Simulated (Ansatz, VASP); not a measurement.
**Fe2Pt in VASP and in Ansatz**

```
CELL_PARAMETERS angstrom
4.18643 0.00000 0.00000
-2.09322 3.62556 0.00000
0.00000 0.00000 2.64809
ATOMIC_POSITIONS crystal
Fe 0.33333 0.66667 0.88612
Fe 0.66667 0.33333 0.11388
Pt 0.00000 0.00000 0.50000
```

Alike in both runs: functional PBE; k mesh 6 × 6 × 6; occupations gaussian, width 0.1 eV; collinear spin.

Ansatz relaxed the structure, and its values are those at the end. VASP's run is a single point on that final structure, the one shown.

|  | VASP | Ansatz |
| --- | --- | --- |
| version | VASP 6.6.1 | Ansatz 0.2.0 |
| potentials or method | VASP PAW PBE potentials, release 64 (Fe, Pt), cutoff 520 eV | scalar-relativistic, plane waves, PAW |
| valence electrons in the cell | 26 | 50 |

```tsv
	VASP	Ansatz	Ansatz less VASP
gap on the k mesh at the Fermi level (eV)	none	none	-
pressure (GPa)	-0.2	0.1	+0.33
rms of the force components (eV/Å)	0.006	0.001	-0.0047
net moment per atom (μB)	1.99	2.00	+0.004
size of the moment on the site where the two differ most (μB)	0.41	0.48	+0.068
```

Site moments also hang on the region over which each program counts them. A gap of «none» marks a metal or a gap that the smearing closes. The functional is the same, so the differences come from potentials, cutoffs and numerics. VASP's potentials hold 26 valence electrons a cell and Ansatz's 50, so a difference there can come from the potentials and not from the codes.

The k mesh is coarse, so the values compare programs but aren't converged. Spin-orbit coupling is off throughout.
